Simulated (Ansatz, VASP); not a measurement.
As: VASP beside Ansatz

```
As
1.0
     4.54814    0.00000    0.00000
    -2.27407    3.93880    0.00000
     0.00000    0.00000    5.64129
As
4
Direct
  0.33333 0.66667 0.46849
  0.66667 0.33333 0.96849
  0.66667 0.33333 0.53151
  0.33333 0.66667 0.03151
```

Alike in both runs: functional PBEsol; k mesh 12 × 12 × 8; occupations gaussian, width 0.1 eV; no spin polarisation.

Ansatz relaxed the structure, and its values are those at the end. VASP's run is a single point on that final structure, the one shown.

|  | VASP | Ansatz |
| --- | --- | --- |
| version | VASP 6.6.1 | Ansatz 0.2.0 |
| potentials or method | VASP PAW PBE potentials, release 64 (As), cutoff 520 eV | scalar-relativistic, plane waves, PAW |
| valence electrons in the cell | 20 | 60 |

```csv
,VASP,Ansatz,Ansatz less VASP
gap on the k mesh at the Fermi level (eV),none,none,-
pressure (GPa),0.3,0.0,-0.27
rms of the force components (eV/Å),0.024,0.000,-0.0236
```

VASP's potentials were made for PBE, not for PBEsol. A gap of «none» marks a metal or a gap that the smearing closes. VASP's potentials hold 20 valence electrons a cell and Ansatz's 60, so a difference there can come from the potentials and not from the codes.
